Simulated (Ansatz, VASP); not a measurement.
## Zr: VASP beside Ansatz

```
Zr
1.0
     4.95239    0.00000    0.00000
    -2.47620    4.28890    0.00000
     0.00000    0.00000    4.80837
Zr
4
Direct
  0.00000 0.00000 0.25000
  0.00000 0.00000 0.75000
  0.33333 0.66667 0.75000
  0.66667 0.33333 0.25000
```

Alike in both runs: task relaxation of cell and atoms; functional PBEsol; k mesh 6 × 6 × 4; occupations gaussian, width 0.1 eV; no spin polarisation.

|  | VASP | Ansatz |
| --- | --- | --- |
| version | VASP 6.6.1 | Ansatz 0.2.0 |
| potentials or method | VASP PAW PBE potentials, release 64 (Zr_sv), cutoff 600 eV | scalar-relativistic, plane waves, PAW |
| valence electrons in the cell | 48 | 48 |

Ansatz gave:

- gap on the k mesh at the Fermi level, each at its own relaxed structure (eV): none
- relaxed volume (Å³/atom): 25.63
- relaxed length of the cell vector where the two differ most in proportion (Å): 4.923

**Question.** What did VASP give for the same quantities?

**Answer.** gap on the k mesh at the Fermi level, each at its own relaxed structure (eV): none; relaxed volume (Å³/atom): 25.63; relaxed length of the cell vector where the two differ most in proportion (Å): 4.934.

VASP's potentials were made for PBE, not for PBEsol. A gap of «none» marks a metal or a gap that the smearing closes.
